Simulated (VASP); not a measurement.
Input of a VASP 6.6.1 run:

Contents of INCAR:

```
PREC = Accurate
ENCUT = 520
EDIFF = 1E-6
ISMEAR = 0
SIGMA = 0.15
LREAL = F
LASPH = T
NELM = 150
ALGO = Normal
ISIF = 2
LWAVE = F
LCHARG = F
ISPIN = 2
MAGMOM = 0 0 0.188 0.188
LORBIT = 11
NUPDOWN = 0.375
LMAXMIX = 4
GGA = CA
NBANDS = 28
```

KPOINTS

```
Automatic mesh
0
Gamma
  12 12 8
```

File POSCAR:

```
TePt
1.0
    4.1982985890      0.0000000000      0.0000000000
   -2.0991492945      3.6358332308      0.0000000000
    0.0000000000      0.0000000000      5.5040740097
Te Pt
2 2
Direct
    0.3333333333      0.6666666667      0.2500000000
    0.6666666667      0.3333333333      0.7500000000
    0.0000000000      0.0000000000      0.0000000000
    0.0000000000      0.0000000000      0.5000000000
```

Potentials or basis: VASP PAW LDA potentials, release 64 (Te, Pt).

Launch:

```bash
$ cat potpaw_LDA.64/Te/POTCAR potpaw_LDA.64/Pt/POTCAR > POTCAR
$ mpirun -np 1 vasp_std > vasp.out
```

Problem. Predict the pressure.

Solution. 0.3 GPa.

Caveat: the total moment is fixed, so each spin has its own Fermi level and the state may be an excited one.
